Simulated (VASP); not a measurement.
# AlNi (P4mm) in VASP: a series of runs

Runs on AlNi. Level: PBE. Tasks: single point.

All numbers are computed with VASP 6.6.1; they aren't measurements. Logs are shortened: lines on timing, memory, paths and dates and some standing lists are left out, and cuts for length are marked.

## 1. The cell of the first run

The structure is tetragonal, space group P4mm (No. 99). Conventional cell: a = 2.881 Å, b = 2.881 Å, c = 2.881 Å, α = 90.00°, β = 90.00°, γ = 90.00°. Within 3.2 Å of Al (site symmetry 4mm) lie 8 Ni at 2.39 to 2.62 Å and 6 Al at 2.88 Å. Within 3.2 Å of Ni (site symmetry 4mm) lie 8 Al at 2.39 to 2.62 Å and 6 Ni at 2.88 Å.

## 2. Single point, PBE, collinear spin, ferromagnetic start

Input file INCAR:

```
ALGO = Normal
EDIFF = 1E-6
ENCUT = 520
GGA = PE
ISIF = 2
ISMEAR = -1
ISPIN = 2
LASPH = T
LCHARG = T
LELF = T
LMAXMIX = 4
LORBIT = 11
LREAL = F
LVHAR = T
LWAVE = F
MAGMOM = 0 1.5
NBANDS = 18
NELM = 150
PREC = Accurate
SIGMA = 0.1
```

Input file KPOINTS:

```
k-points
0
Gamma
  10 10 10
```

Input file POSCAR:

```
AlNi
1.0
    2.8810000000      0.0000000000      0.0000000000
    0.0000000000      2.8810000000      0.0000000000
    0.0000000000      0.0000000000      2.8810000000
Al Ni
1 1
Direct
    0.0000000000     -0.0694203402      0.0000000000
    0.5000000000      0.5000000000      0.5000000000
```

Potentials or basis: VASP PAW PBE potentials, release 64 (Al, Ni).

Run with:

```bash
$ cat potpaw_PBE.64/Al/POTCAR potpaw_PBE.64/Ni/POTCAR > POTCAR
$ mpirun -np 1 vasp_std > vasp.out
```

OUTCAR:

```text
EDIFF = 1E-6
   ENCUT = 520
   GGA = PE
   ISIF = 2
   ISMEAR = -1
   ISPIN = 2
   LASPH = T
   LORBIT = 11
   LREAL = F
   NELM = 150
   PREC = Accurate

 ion  position               nearest neighbor table
   1  0.000  0.931  0.000-   2 2.39   2 2.39   2 2.39   2 2.39   2 2.62   2 2.62   2 2.62   2 2.62

   2  0.500  0.500  0.500-   1 2.39   1 2.39   1 2.39   1 2.39   1 2.62   1 2.62   1 2.62   1 2.62

  LATTYP: Found a simple cubic cell.
 ALAT       =     2.8810000000

  Lattice vectors:

 A1 = (   2.8810000000,   0.0000000000,   0.0000000000)
 A2 = (   0.0000000000,   2.8810000000,   0.0000000000)
 A3 = (   0.0000000000,   0.0000000000,   2.8810000000)

Analysis of symmetry for initial positions (statically):
=====================================================================
 Subroutine PRICEL returns:
 Original cell was already a primitive cell.

 Routine SETGRP: Setting up the symmetry group for a
 simple cubic supercell.

 Subroutine GETGRP returns: Found  8 space group operations
 (whereof  8 operations were pure point group operations)
 out of a pool of 48 trial point group operations.

The static configuration has the point symmetry C_4v.

Analysis of symmetry for dynamics (positions and initial velocities):
=====================================================================
 Subroutine PRICEL returns:
 Original cell was already a primitive cell.

 Routine SETGRP: Setting up the symmetry group for a
 simple cubic supercell.

 Subroutine GETGRP returns: Found  8 space group operations
 (whereof  8 operations were pure point group operations)
 out of a pool of 48 trial point group operations.

The dynamic configuration has the point symmetry C_4v.

Analysis of structural, dynamic, and magnetic symmetry:
=====================================================================
 Subroutine PRICEL returns:
 Original cell was already a primitive cell.

 Routine SETGRP: Setting up the symmetry group for a
 simple cubic supercell.

 Subroutine GETGRP returns: Found  8 space group operations
 (whereof  8 operations were pure point group operations)
 out of a pool of 48 trial point group operations.

The overall configuration has the point symmetry C_4v.

 Subroutine INISYM returns: Found  8 space group operations
 (whereof  8 operations are pure point group operations),
 and found     1 'primitive' translations

----------------------------------------------------------------------------------------

                                     Primitive cell

  volume of cell :      23.9128
[... 107 lines left out ...]
   IMIX   =      4    mixing-type and parameters
     AMIX     =   0.40;   BMIX     =  1.00
     AMIX_MAG =   1.60;   BMIX_MAG =  1.00
  volume/ion in A,a.u.               =      11.96        80.69
  Fermi-wavevector in a.u.,A,eV,Ry     =   1.336122  2.524904 24.289410  1.785221
  Thomas-Fermi vector in A             =   2.464773
   LORBIT       =     11    0 simple, 1 ext, 2 COOP (PROOUT), +10 PAW based schemes
   GGA     = PE    functional components
   LHFCALC =     F    Hartree Fock is set to
   AEXX    =    0.0000 exact exchange contribution
   IVDW    =     0    specifies the selected vdW correction
   LEPSILON=     F    determine dielectric tensor
   LRPA    =     F    only Hartree local field effects (RPA)
 spin polarized calculation
  energy-cutoff  :      520.00
  volume of cell :       23.91
 maximum number of plane-waves:       661
 NGX is ok and might be reduce to    24
   NGX = 11   NGY = 11   NGZ = 11

 number of electron      13.0000015 magnetization      -0.0177530

 number of electron      13.0000015 magnetization       0.0003461

 Free energy of the ion-electron system (eV)
  ---------------------------------------------------
  ext. energy  EPLUGINS =         0.00000000
  ---------------------------------------------------
  free energy    TOTEN  =       -10.43320521 eV

  energy without entropy =      -10.40890999  energy(sigma->0) =      -10.42105760

 E-fermi :  10.0270     XC(G=0): -12.0379

 val. band max:       10.0126711057   @ k =   0.4000   0.2000   0.4000
 cond. band min:      10.0879148339   @ k =   0.4000   0.3000   0.2000
 fundamental gap:      0.0752437282
 Fermi energy:        10.0269923969

 spin component 1

 k-point     1 :       0.0000    0.0000    0.0000
  band No.  band energies     occupation
      1      -1.1084      1.00000
      2       6.7329      1.00000
      3       6.7741      1.00000
      4       8.4198      1.00000
      5       8.4585      1.00000
      6       8.4585      1.00000
[... 493 lines left out ...]
     17      34.2190      0.00000
     18      36.7422      0.00000

 [... further k-points ...]

 spin component 2

 k-point     1 :       0.0000    0.0000    0.0000
  band No.  band energies     occupation
      1      -1.1085      1.00000
      2       6.7328      1.00000
      3       6.7740      1.00000
      4       8.4198      1.00000
      5       8.4585      1.00000
      6       8.4585      1.00000
[... 493 lines left out ...]
     17      34.2189      0.00000
     18      36.7421      0.00000

 [... further k-points ...]
[... 5 lines left out ...]
  --------------------------------------------------------------------------------------
  -------------------------------------------------------------------------------------
  Total        0.8104568      0.4989270      0.8104568      0.0000000     -0.0000000      0.0000000
  in kB       54.3013595     33.4285687     54.3013595      0.0000000     -0.0000000      0.0000000
  external PRESSURE =      47.3437626 kB  Pullay stress =       0.0000000 kB

 VOLUME and BASIS-vectors are now :
 -----------------------------------------------------------------------------
  energy-cutoff  :      520.00
  volume of cell :       23.91
      direct lattice vectors                 reciprocal lattice vectors
     2.881000000  0.000000000  0.000000000     0.347101701  0.000000000  0.000000000
     0.000000000  2.881000000  0.000000000     0.000000000  0.347101701  0.000000000
     0.000000000  0.000000000  2.881000000     0.000000000  0.000000000  0.347101701

 POSITION                                       TOTAL-FORCE (eV/Angst)
 -----------------------------------------------------------------------------------
      0.00000      2.68100      0.00000         0.000000      1.195956     -0.000000
      1.44050      1.44050      1.44050        -0.000000     -1.195956      0.000000
 -----------------------------------------------------------------------------------
    total drift:                                0.000000     -0.000211      0.000000

  FREE ENERGIE OF THE ION-ELECTRON SYSTEM (eV)
  ---------------------------------------------------
  free  energy   TOTEN  =       -10.4332052064 eV

  energy  without entropy=      -10.4089099859  energy(sigma->0) =      -10.42105760

 total charge

# of ion       s       p       d       tot
------------------------------------------
    1        0.390   0.418   0.000   0.807
    2        0.482   0.521   8.484   9.487
--------------------------------------------------
tot          0.871   0.939   8.484  10.294

 magnetization (x)

# of ion       s       p       d       tot
------------------------------------------
    1        0.000   0.000   0.000   0.000
    2       -0.000  -0.000   0.000   0.000
--------------------------------------------------
tot          0.000  -0.000   0.000   0.000
```

stdout:

```text
POSCAR found type information on POSCAR AlNi
 POSCAR found :  2 types and       2 ions
 scaLAPACK will be used
 LDA part: xc-table for (Slater+PW92), standard interpolation
 POSCAR, INCAR and KPOINTS ok, starting setup
 FFT: planning ... GRIDC
 FFT: planning ... GRID_SOFT
 FFT: planning ... GRID
 WAVECAR not read
 entering main loop
```

Wall time 33 s (1 thread of Intel Xeon 6975P-C (Granite Rapids), shared host); peak memory 0.21 GiB.

Results:

```
Free energy                                           : -10.4332 eV
Pressure                                              : 4.7 GPa
Largest force                                         : 1.196 eV/Å
Net moment                                            : 0.00 μB per cell
Valence electrons inside the program's atomic spheres : Al 0.81; Ni 9.49
```

Forces on the atoms (eV/Å):
```
Al   0.000  1.196  0.000
Ni   0.000 -1.196  0.000
```

Caveat: the starting moments collapsed, and a magnetic state may lie lower; forces of over 1 eV/Å act on the atoms, so gaps and moduli don't describe the material at rest.

## 3. Single point, PBE, collinear spin, ferromagnetic start

Input file INCAR:

```
PREC = Accurate ; ENCUT = 520
EDIFF = 1E-6 ; ISMEAR = -1
SIGMA = 0.1 ; LREAL = F
LASPH = T ; NELM = 150
ALGO = Normal ; ISIF = 2
LWAVE = F ; LCHARG = F
ISPIN = 2 ; MAGMOM = 0 1.5
LORBIT = 11 ; LMAXMIX = 4
GGA = PE ; NBANDS = 18
```

Input file KPOINTS:

```
Automatic mesh
0
Gamma
  10 10 10
```

Edit POSCAR of step 2 so:

```diff
@@ -8,3 +8,3 @@
 Direct
-    0.0000000000     -0.0694203402      0.0000000000
+    0.0000000000      0.0694203402      0.0000000000
     0.5000000000      0.5000000000      0.5000000000
```

Potentials or basis: VASP PAW PBE potentials, release 64 (Al, Ni).

Run with:

```bash
$ cat potpaw_PBE.64/Al/POTCAR potpaw_PBE.64/Ni/POTCAR > POTCAR
$ mpirun -np 1 vasp_std > vasp.out
```

Run time: 30 s. Hardware: 1 thread of Intel Xeon 6975P-C (Granite Rapids), shared host; peak memory 0.2 GiB.

It converged, with:

| Property | Result |
| --- | --- |
| Free energy | -10.4332 eV |
| Pressure | 4.7 GPa |
| Largest force | 1.196 eV/Å |
| Net moment | 0.00 μB per cell |
| Valence electrons inside the program's atomic spheres | Al 0.81; Ni 9.49 |

Forces on the atoms (eV/Å):
```
Al   0.000 -1.196  0.000
Ni   0.000  1.196  0.000
```

Stress tensor (GPa, compression positive):
```
5.43 0.00 0.00
0.00 3.34 0.00
0.00 0.00 5.43
```

Levels at points of the mesh, in eV from the Fermi level:
Spin up:
```
           k point  band 5  band 6  band 7  band 8  band 9  band 10
(0.00, 0.00, 0.00)   -1.57   -1.57    5.51    5.51    5.53     8.17
(0.50, 0.00, 0.00)   -2.26   -1.49   -0.69    8.33   10.04    10.21
(0.00, 0.50, 0.00)   -2.26   -1.52   -0.65    8.37    9.84     9.84
(0.50, 0.50, 0.00)   -2.15   -2.10   -1.04    1.48    2.42    12.33
(0.50, 0.00, 0.50)   -1.99   -1.99   -1.06    1.43    2.42    12.43
(0.50, 0.50, 0.50)   -1.01    1.89    1.89    2.06    3.36     4.54
```
Spin down:
| k point | band 5 | band 6 | band 7 | band 8 | band 9 | band 10 |
| --- | --- | --- | --- | --- | --- | --- |
| (0.00, 0.00, 0.00) | -1.57 | -1.57 | 5.51 | 5.51 | 5.53 | 8.17 |
| (0.50, 0.00, 0.00) | -2.26 | -1.49 | -0.69 | 8.33 | 10.04 | 10.21 |
| (0.00, 0.50, 0.00) | -2.26 | -1.52 | -0.65 | 8.37 | 9.84 | 9.84 |
| (0.50, 0.50, 0.00) | -2.15 | -2.10 | -1.04 | 1.48 | 2.42 | 12.33 |
| (0.50, 0.00, 0.50) | -1.99 | -1.99 | -1.06 | 1.43 | 2.42 | 12.43 |
| (0.50, 0.50, 0.50) | -1.01 | 1.89 | 1.89 | 2.06 | 3.36 | 4.54 |

Caveat: the starting moments collapsed, and a magnetic state may lie lower; forces of over 1 eV/Å act on the atoms, so gaps and moduli don't describe the material at rest.
